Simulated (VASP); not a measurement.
# TaN (Fmm2) in VASP: a series of runs

TaN is run at these levels: LDA; tasks: single point.

Program: VASP 6.6.1. These are calculated values, not measurements. Logs are shortened: lines on timing, memory, paths and dates and some standing lists are left out, and cuts for length are marked.

## (1) The cell of the first run

The structure is orthorhombic, space group Fmm2 (No. 42). The conventional cell has a = 4.349 Å, b = 4.465 Å, c = 4.465 Å, α = 90.00°, β = 90.00°, γ = 90.00°. Within 2.8 Å of Ta (site symmetry mm2) lie 6 N at 2.10 to 2.37 Å. Within 2.8 Å of N (site symmetry mm2) lie 6 Ta at 2.10 to 2.37 Å.

## (2) Single point, LDA (atoms displaced along a vibrational mode, the cell strained)

File INCAR:

```
PREC     = Accurate       # precision mode
ENCUT    = 700            # plane-wave cutoff, eV
EDIFF    = 1E-6           # SCF threshold, eV
ISMEAR   = 0              # smearing method
SIGMA    = 0.15           # smearing width, eV
LREAL    = False          # projectors in reciprocal space
LASPH    = True           # aspherical terms in the spheres
NELM     = 120            # most SCF steps
ALGO     = Normal         # electronic algorithm
ISIF     = 2              # what is computed and relaxed
LWAVE    = False          # write WAVECAR
LCHARG   = True           # write CHGCAR
LELF     = True           # ELF
LVHAR    = True         
NBANDS   = 16             # bands
GGA_COMPAT= False
```

File KPOINTS:

```
Automatic mesh
0
Gamma
  18 18 18
```

File POSCAR:

```
TaN
1.0
    0.0000000000      2.2323223663      2.1742693740
    2.2323223663      0.0000000000      2.1742693740
    2.2323223663      2.2323223663      0.0000000000
Ta N
1 1
Direct
    0.4978193580      0.5021806420      0.5021806420
    0.0281703825     -0.0281703825     -0.0281703825
```

Potentials or basis: VASP PAW LDA potentials, release 64 (Ta_sv_GW, N).

The run is started by

```
> cat potpaw_LDA.64/Ta_sv_GW/POTCAR potpaw_LDA.64/N/POTCAR > POTCAR
> mpirun -np 1 vasp_std > vasp.out
```

OUTCAR:

```text
PREC = Accurate
   ENCUT = 700
   EDIFF = 1E-6
   ISMEAR = 0
   LREAL = False
   LASPH = True
   NELM = 120
   ISIF = 2

 ion  position               nearest neighbor table
   1  0.498  0.502  0.502-   2 2.10   2 2.18   2 2.18   2 2.24   2 2.24   2 2.37
   2  0.028  0.972  0.972-   1 2.10   1 2.18   1 2.18   1 2.24   1 2.24   1 2.37

  LATTYP: Found a body centered tetragonal cell.
 ALAT       =     3.1569805660
 C/A-ratio  =     1.3774360206

  Lattice vectors:

 A1 = (   0.0000000000,  -2.2323223663,  -2.1742693740)
 A2 = (   0.0000000000,   2.2323223663,  -2.1742693740)
 A3 = (   2.2323223663,   0.0000000000,   2.1742693740)

Analysis of symmetry for initial positions (statically):
=====================================================================
 Subroutine PRICEL returns:
 Original cell was already a primitive cell.

 Routine SETGRP: Setting up the symmetry group for a
 body centered tetragonal supercell.

 Subroutine GETGRP returns: Found  4 space group operations
 (whereof  4 operations were pure point group operations)
 out of a pool of 16 trial point group operations.

The static configuration has the point symmetry C_2v.

Analysis of symmetry for dynamics (positions and initial velocities):
=====================================================================
 Subroutine PRICEL returns:
 Original cell was already a primitive cell.

 Routine SETGRP: Setting up the symmetry group for a
 body centered tetragonal supercell.

 Subroutine GETGRP returns: Found  4 space group operations
 (whereof  4 operations were pure point group operations)
 out of a pool of 16 trial point group operations.

The dynamic configuration has the point symmetry C_2v.

 Subroutine INISYM returns: Found  4 space group operations
 (whereof  4 operations are pure point group operations),
 and found     1 'primitive' translations

----------------------------------------------------------------------------------------

                                     Primitive cell

  volume of cell :      21.6699

  direct lattice vectors                    reciprocal lattice vectors
     0.000000000  2.232322366  2.174269374    -0.223981987  0.223981987  0.229962306
     2.232322366  0.000000000  2.174269374     0.223981987 -0.223981987  0.229962306
     2.232322366  2.232322366  0.000000000     0.223981987  0.223981987 -0.229962306

  length of vectors
     3.116201286  3.116201286  3.156980566     0.391431378  0.391431378  0.391431378

  position of ions in fractional coordinates (direct lattice)
     0.497819358  0.502180642  0.502180642
     0.028170383  0.971829617  0.971829617

  ion indices of the primitive-cell ions
   primitive index   ion index
                 1           1
                 2           2

----------------------------------------------------------------------------------------

 KPOINTS: Automatic mesh

Automatic generation of k-mesh.
 Grid dimensions read from file:
 generate k-points for:   18   18   18

 Generating k-lattice:

  Cartesian coordinates                     Fractional coordinates (reciprocal lattice)
    -0.012443444  0.012443444  0.012775684     0.055555556  0.000000000  0.000000000
     0.012443444 -0.012443444  0.012775684     0.000000000  0.055555556  0.000000000
     0.012443444  0.012443444 -0.012775684    -0.000000000 -0.000000000  0.055555556

  Length of vectors
     0.021746188  0.021746188  0.021746188

  Shift w.r.t. Gamma in fractional coordinates (k-lattice)
     0.000000000  0.000000000  0.000000000

 Subroutine IBZKPT returns following result:
 ===========================================

 Found    865 irreducible k-points:

 Following reciprocal coordinates:
            Coordinates               Weight
  0.000000  0.000000  0.000000      1.000000
  0.055556 -0.000000  0.000000      8.000000
  0.111111 -0.000000  0.000000      8.000000
  0.166667  0.000000  0.000000      8.000000
  0.222222 -0.000000  0.000000      8.000000
  0.277778  0.000000  0.000000      8.000000
[... 16 lines left out ...]
 -0.277778  0.055556  0.000000      8.000000
 -0.222222  0.055556  0.000000      8.000000
 [... further k-points ...]
   k-points           NKPTS =    865   k-points in BZ     NKDIM =    865   number of bands    NBANDS=     16
   number of dos      NEDOS =    301   number of ions     NIONS =      2
   total plane-waves  NPLWV =  21952
   dimension x,y,z NGX =    28 NGY =   28 NGZ =   28
   dimension x,y,z NGXF=    56 NGYF=   56 NGZF=   56
   ions per type =               1   1
   NGX,Y,Z   is equivalent  to a cutoff of  14.94, 14.94, 14.74 a.u.
   NGXF,Y,Z  is equivalent  to a cutoff of  29.88, 29.88, 29.49 a.u.
 SYSTEM =  unknown system
   PREC   = accura    normal or accurate (medium, high low for compatibility)
   ISTART =      0    job   : 0-new  1-cont  2-samecut
   ICHARG =      2    charge: 1-file 2-atom 10-const
   ISPIN  =      1    spin polarized calculation?
   LNONCOLLINEAR =      F non collinear calculations
   LSORBIT =      F    spin-orbit coupling
   LASPH  =      T    aspherical Exc in radial PAW
   ENCUT  =  700.0 eV  51.45 Ry    7.17 a.u.   6.72  6.72  6.81*2*pi/ulx,y,z
   NELM   =    120;   NELMIN=  2; NELMDL= -5     # of ELM steps
   EDIFF  = 0.1E-05   stopping-criterion for ELM
   LREAL  =      F    real-space projection
[... 7 lines left out ...]
   TEBEG  =    0.0;   TEEND  =   0.0 temperature during run
   PSTRESS=    0.0 pullay stress
   NELECT =      18.0000    total number of electrons
   NUPDOWN=      -1.0000    fix difference up-down
   EMIN   =  10.00;   EMAX   =-10.00  energy-range for DOS
   EFERMI =   0.00;   METHOD = LEGACY
   ISMEAR =     0;   SIGMA  =   0.15  broadening in eV -4-tet -1-fermi 0-gaus
   EFERMI_NEDOS =   21; number of points for ismear=-14 and -15
   IALGO  =     38    algorithm
   IMIX   =      4    mixing-type and parameters
     AMIX     =   0.40;   BMIX     =  1.00
     AMIX_MAG =   1.60;   BMIX_MAG =  1.00
  volume/ion in A,a.u.               =      10.83        73.12
  Fermi-wavevector in a.u.,A,eV,Ry     =   1.538910  2.908119 32.221924  2.368245
  Thomas-Fermi vector in A             =   2.645212
   LORBIT       =      0    0 simple, 1 ext, 2 COOP (PROOUT), +10 PAW based schemes
   GGA     = CA    functional components
   LHFCALC =     F    Hartree Fock is set to
   AEXX    =    0.0000 exact exchange contribution
   IVDW    =     0    specifies the selected vdW correction
   LEPSILON=     F    determine dielectric tensor
   LRPA    =     F    only Hartree local field effects (RPA)
 non-spin polarized calculation
 Gauss-broadening in eV      SIGMA  =   0.15
  energy-cutoff  :      700.00
  volume of cell :       21.67
 maximum number of plane-waves:       930
   NGX = 13   NGY = 13   NGZ = 13

 number of electron      18.0000001 magnetization

 Free energy of the ion-electron system (eV)
  ---------------------------------------------------
  ext. energy  EPLUGINS =         0.00000000
  ---------------------------------------------------
  free energy    TOTEN  =       -26.55238426 eV

  energy without entropy =      -26.54266933  energy(sigma->0) =      -26.54752679

 E-fermi :  13.1458     XC(G=0): -13.9435

 val. band max:       13.1440292739   @ k =  -0.3333   0.1667   0.0556
 cond. band min:      13.1585557418   @ k =   0.0000   0.0000   0.0000
 fundamental gap:      0.0145264679
 Fermi energy:        13.1457533903

 k-point     1 :       0.0000    0.0000    0.0000
  band No.  band energies     occupation
      1     -55.9237      2.00000
      2     -22.3734      2.00000
      3     -22.3594      2.00000
      4     -22.3485      2.00000
      5      -5.2490      2.00000
      6       9.0472      2.00000
[... 8 lines left out ...]
     15      22.4043      0.00000
     16      36.1350      0.00000

 k-point     2 :       0.0556   -0.0000    0.0000
  band No.  band energies     occupation
      1     -55.9221      2.00000
      2     -22.3913      2.00000
      3     -22.3674      2.00000
      4     -22.3541      2.00000
      5      -5.1757      2.00000
      6       8.5449      2.00000
[... 8 lines left out ...]
     15      22.6295      0.00000
     16      35.2839      0.00000

 k-point     3 :       0.1111   -0.0000    0.0000
  band No.  band energies     occupation
      1     -55.9174      2.00000
      2     -22.4639      2.00000
      3     -22.3778      2.00000
      4     -22.3610      2.00000
      5      -4.9619      2.00000
      6       7.7867      2.00000
[... 8 lines left out ...]
     15      23.2649      0.00000
     16      33.4974      0.00000

 k-point     4 :       0.1667    0.0000    0.0000
  band No.  band energies     occupation
      1     -55.9103      2.00000
      2     -22.5771      2.00000
      3     -22.3909      2.00000
      4     -22.3701      2.00000
      5      -4.6257      2.00000
      6       6.9173      2.00000
[... 8 lines left out ...]
     15      24.1773      0.00000
     16      31.6743      0.00000

 k-point     5 :       0.2222   -0.0000    0.0000
  band No.  band energies     occupation
      1     -55.9017      2.00000
      2     -22.7134      2.00000
      3     -22.4068      2.00000
      4     -22.3809      2.00000
      5      -4.1951      2.00000
      6       6.0125      2.00000
[... 8 lines left out ...]
     15      25.0571      0.00000
     16      30.2794      0.00000

 k-point     6 :       0.2778    0.0000    0.0000
  band No.  band energies     occupation
      1     -55.8924      2.00000
      2     -22.8549      2.00000
      3     -22.4236      2.00000
      4     -22.3923      2.00000
      5      -3.7064      2.00000
      6       5.1313      2.00000
[... 8 lines left out ...]
     15      25.3109      0.00000
     16      29.4836      0.00000

 k-point     7 :       0.3333   -0.0000    0.0000
  band No.  band energies     occupation
      1     -55.8837      2.00000
      2     -22.9847      2.00000
      3     -22.4392      2.00000
      4     -22.4029      2.00000
      5      -3.2051      2.00000
      6       4.3285      2.00000
[... 8 lines left out ...]
     15      24.8915      0.00000
     16      27.9226      0.00000

 k-point     8 :       0.3889   -0.0000    0.0000
  band No.  band energies     occupation
      1     -55.8766      2.00000
      2     -23.0884      2.00000
      3     -22.4520      2.00000
      4     -22.4114      2.00000
      5      -2.7498      2.00000
      6       3.6627      2.00000
[... 8 lines left out ...]
     15      24.5027      0.00000
     16      26.5458      0.00000

 k-point     9 :       0.4444   -0.0000    0.0000
  band No.  band energies     occupation
      1     -55.8720      2.00000
      2     -23.1551      2.00000
      3     -22.4603      2.00000
      4     -22.4170      2.00000
      5      -2.4181      2.00000
      6       3.2073      2.00000
[... 8 lines left out ...]
     15      24.3694      0.00000
     16      25.5971      0.00000
[... 172 lines left out ...]
 k-point    19 :       0.5000    0.0556    0.0000
  band No.  band energies     occupation
      1     -55.8697      2.00000
      2     -23.1672      2.00000
      3     -22.4694      2.00000
      4     -22.4344      2.00000
      5      -2.3537      2.00000
      6       3.1465      2.00000
[... 8 lines left out ...]
     15      24.1906      0.00000
     16      25.1819      0.00000

 k-point    20 :      -0.4444    0.0556    0.0000
  band No.  band energies     occupation
      1     -55.8703      2.00000
      2     -23.1577      2.00000
      3     -22.4635      2.00000
      4     -22.4387      2.00000
      5      -2.4071      2.00000
      6       3.2083      2.00000
[... 8 lines left out ...]
     15      24.1468      0.00000
     16      25.3714      0.00000

 k-point    21 :      -0.3889    0.0556    0.0000
  band No.  band energies     occupation
      1     -55.8741      2.00000
      2     -23.1045      2.00000
      3     -22.4527      2.00000
      4     -22.4383      2.00000
      5      -2.6721      2.00000
      6       3.5567      2.00000
[... 8 lines left out ...]
     15      24.2551      0.00000
     16      26.2056      0.00000

 k-point    22 :      -0.3333    0.0556    0.0000
  band No.  band energies     occupation
      1     -55.8805      2.00000
      2     -23.0130      2.00000
      3     -22.4391      2.00000
      4     -22.4322      2.00000
      5      -3.0791      2.00000
      6       4.1256      2.00000
[... 8 lines left out ...]
     15      24.6242      0.00000
     16      27.2551      0.00000

 k-point    23 :      -0.2778    0.0556    0.0000
  band No.  band energies     occupation
      1     -55.8887      2.00000
      2     -22.8927      2.00000
      3     -22.4272      2.00000
      4     -22.4181      2.00000
      5      -3.5526      2.00000
      6       4.8451      2.00000
[... 8 lines left out ...]
     15      25.2039      0.00000
     16      28.1716      0.00000

 k-point    24 :      -0.2222    0.0556    0.0000
  band No.  band energies     occupation
      1     -55.8978      2.00000
      2     -22.7571      2.00000
      3     -22.4145      2.00000
      4     -22.4013      2.00000
      5      -4.0313      2.00000
      6       5.6575      2.00000
[... 8 lines left out ...]
     15      25.3465      0.00000
     16      28.8705      0.00000

 [... further k-points ...]
[... 5 lines left out ...]
  --------------------------------------------------------------------------------------
  -------------------------------------------------------------------------------------
  Total       -1.7620006     -2.8766157     -0.8971038      0.0000000      0.0000000      0.0000000
  in kB     -130.2745190   -212.6842159    -66.3278801      0.0000000      0.0000000      0.0000000
  external PRESSURE =    -136.4288717 kB  Pullay stress =       0.0000000 kB

 VOLUME and BASIS-vectors are now :
 -----------------------------------------------------------------------------
  energy-cutoff  :      700.00
  volume of cell :       21.67
      direct lattice vectors                 reciprocal lattice vectors
     0.000000000  2.232322366  2.174269374    -0.223981987  0.223981987  0.229962306
     2.232322366  0.000000000  2.174269374     0.223981987 -0.223981987  0.229962306
     2.232322366  2.232322366  0.000000000     0.223981987  0.223981987 -0.229962306

 POSITION                                       TOTAL-FORCE (eV/Angst)
 -----------------------------------------------------------------------------------
      2.24206      2.23232      2.17427        -0.841690      0.000000      0.000000
      4.33887      2.23232      2.17427         0.841690      0.000000      0.000000
 -----------------------------------------------------------------------------------
    total drift:                               -0.000041      0.000000      0.000000

  FREE ENERGIE OF THE ION-ELECTRON SYSTEM (eV)
  ---------------------------------------------------
  free  energy   TOTEN  =       -26.5523842573 eV

  energy  without entropy=      -26.5426693300  energy(sigma->0) =      -26.54752679
```

Run time: 4.9 min. Hardware: 1 thread of Intel Xeon Platinum 8375C at 2.90GHz (Ice Lake), shared host; peak memory 0.59 GiB.

What came out:

| Property | Result |
| --- | --- |
| Free energy | -26.5524 eV |
| Pressure | -13.6 GPa |
| Largest force | 0.842 eV/Å |
| Band gap on the k mesh | zero (bands 9 and 10 overlap by 3.40 eV) |

Forces in eV/Å, atoms in the order of the input:
```
Ta  -0.842  0.000  0.000
N    0.842  0.000  0.000
```

Stress tensor (GPa, compression positive):
```
-13.03   0.00   0.00
  0.00 -21.27   0.00
  0.00   0.00  -6.63
```

Caveat: the cell differs from its parent crystal (atoms displaced along a vibrational mode, the cell strained); the stress differs along the axes, from -21 to -7 GPa; spin-orbit coupling is left out, which moves the levels of the heavy elements.

## (3) Single point, LDA (atoms displaced along a vibrational mode, the cell strained)

File INCAR:

```
PREC = Accurate ; ENCUT = 700
EDIFF = 1E-6 ; ISMEAR = 0
SIGMA = 0.15 ; LREAL = False
LASPH = True ; NELM = 120
ALGO = Normal ; ISIF = 2
LWAVE = False ; LCHARG = False
GGA = CA ; NBANDS = 16
GGA_COMPAT = False
```

KPOINTS is that of step 2.

File POSCAR:

```
TaN
1.0
    0.0000000000      2.2031871567      2.1742693740
    2.2031871567      0.0000000000      2.1742693740
    2.2031871567      2.2031871567      0.0000000000
Ta N
1 1
Direct
    0.4967281469      0.5032718531      0.5032718531
    0.0422670719     -0.0422670719     -0.0422670719
```

Potentials or basis: VASP PAW LDA potentials, release 64 (Ta_sv_GW, N).

The run is started by

```
> cat potpaw_LDA.64/Ta_sv_GW/POTCAR potpaw_LDA.64/N/POTCAR > POTCAR
> mpirun -np 1 vasp_std > vasp.out
```

Wall time 2.7 min (1 thread of Intel Xeon 6975P-C (Granite Rapids), shared host); peak memory 0.57 GiB.

It converged, with:

* Free energy: -26.4962 eV
* Pressure: -1.5 GPa
* Largest force: 1.889 eV/Å
* Band gap on the k mesh: zero (bands 9 and 10 overlap by 3.26 eV)

Forces on the atoms (eV/Å):
```
Ta  -1.889  0.000  0.000
N    1.889  0.000  0.000
```

Stress tensor (GPa, compression positive):
```
  9.10   0.00   0.00
  0.00 -10.82   0.00
  0.00   0.00  -2.88
```

Levels at points of the mesh, in eV from the Fermi level:
| k point | band 5 | band 6 | band 7 | band 8 | band 9 | band 10 | band 11 | band 12 | band 13 | band 14 |
| --- | --- | --- | --- | --- | --- | --- | --- | --- | --- | --- |
| (0.00, 0.00, 0.00) | -18.56 | -4.54 | -4.50 | -4.49 | -2.06 | -1.10 | -1.06 | 0.16 | 1.20 | 1.78 |
| (0.50, 0.00, 0.00) | -15.51 | -10.24 | -7.50 | -7.43 | 1.79 | 2.00 | 2.08 | 3.85 | 7.04 | 8.09 |
| (0.50, 0.50, 0.00) | -17.27 | -6.58 | -6.40 | -4.70 | -3.25 | 2.50 | 3.67 | 3.71 | 4.52 | 7.04 |
| (0.50, 0.00, 0.50) | -17.28 | -6.56 | -6.54 | -4.69 | -3.15 | 2.50 | 3.58 | 3.79 | 4.54 | 6.92 |
| (0.00, 0.50, 0.50) | -17.26 | -6.40 | -5.40 | -4.53 | -4.47 | 2.24 | 3.57 | 3.75 | 4.03 | 6.17 |

Caveat: the cell differs from its parent crystal (atoms displaced along a vibrational mode, the cell strained); the stress differs along the axes, from -11 to 9 GPa; spin-orbit coupling is left out, which moves the levels of the heavy elements; forces of over 1 eV/Å act on the atoms, so gaps and moduli don't describe the material at rest.
